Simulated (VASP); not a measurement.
Wanted: the native input for a VASP 6.6.1 run.

* Task: single point
* Functional: r2SCAN
* Potentials or basis: VASP PAW PBE potentials, release 64 (B, N)
* Cutoff: 520 eV
* k mesh: 12 × 12 × 6
* Occupations: gaussian, width 0.01 eV
* Spin: no spin polarisation
* Dipole correction: no
* Further INCAR settings: ALGO = Normal; EDIFF = 1e-06; NBANDS = 16

BN:

```xyz
4
Lattice="2.4913 0.0000 0.0000 -1.2457 2.1576 0.0000 0.0000 0.0000 3.9779" Properties=species:S:1:pos:R:3 pbc="T T T"
B     0.0000    0.0000    0.0000
B     0.0000    0.0000    1.9889
N     0.0000    1.4384    0.9945
N     1.2457    0.7192    2.9834
```

This cell differs from its parent crystal: uniaxial z strain -0.6%.

One way to write it, as run:

POSCAR

```
BN
1.0
    2.4913353474      0.0000000000      0.0000000000
   -1.2456676737      2.1575597002      0.0000000000
    0.0000000000      0.0000000000      3.9778530391
B N
2 2
Direct
    0.0000000000      0.0000000000      0.0000000000
    0.0000000000      0.0000000000      0.5000000000
    0.3333333333      0.6666666667      0.2500000000
    0.6666666667      0.3333333333      0.7500000000
```

INCAR.step1

```
SYSTEM = BN
  PREC = Accurate
  ENCUT = 520
  ISMEAR = 0
  SIGMA = 0.01
  LREAL = .FALSE.
  LASPH = .TRUE.
  NELM = 80
  NBANDS = 16
  GGA = PE
  ALGO = Normal
  EDIFF = 1E-4
  LWAVE = .TRUE.
  LCHARG = .FALSE.
```

INCAR.step2

```
SYSTEM = BN
  PREC = Accurate
  ENCUT = 520
  EDIFF = 1E-6
  ISMEAR = 0
  SIGMA = 0.01
  LREAL = .FALSE.
  LASPH = .TRUE.
  NELM = 80
  ALGO = Normal
  ISIF = 2
  LWAVE = .FALSE.
  LCHARG = .TRUE.
  METAGGA = R2SCAN
  LMIXTAU = .TRUE.
  LELF = .TRUE.
  LVHAR = .TRUE.
  NBANDS = 16
  ISTART = 1
```

KPOINTS

```
Automatic mesh
0
G
  12 12 6
  0 0 0
```

Potentials or basis: VASP PAW PBE potentials, release 64 (B, N).

Launch:

```sh
$ cat potpaw_PBE.64/B/POTCAR potpaw_PBE.64/N/POTCAR > POTCAR
$ cp INCAR.step1 INCAR
$ mpirun -np 1 vasp_std > vasp.out
$ cp INCAR.step2 INCAR
$ mpirun -np 1 vasp_std > vasp.out
```

It gave:

| Item | Value |
| --- | --- |
| Pressure | 2.8 GPa |
| Band gap on the k mesh | 1.93 eV, indirect (least direct gap 5.72 eV) |

Caveat: the cell differs from its parent crystal (uniaxial z strain -0.6%); the PAW data sets were made with another functional, which shifts forces and pressure a little.

It took 47 s on 1 thread of Intel(R) Xeon(R) 6975P-C (Granite Rapids), with other jobs on the host, peak memory 0.14 GiB.
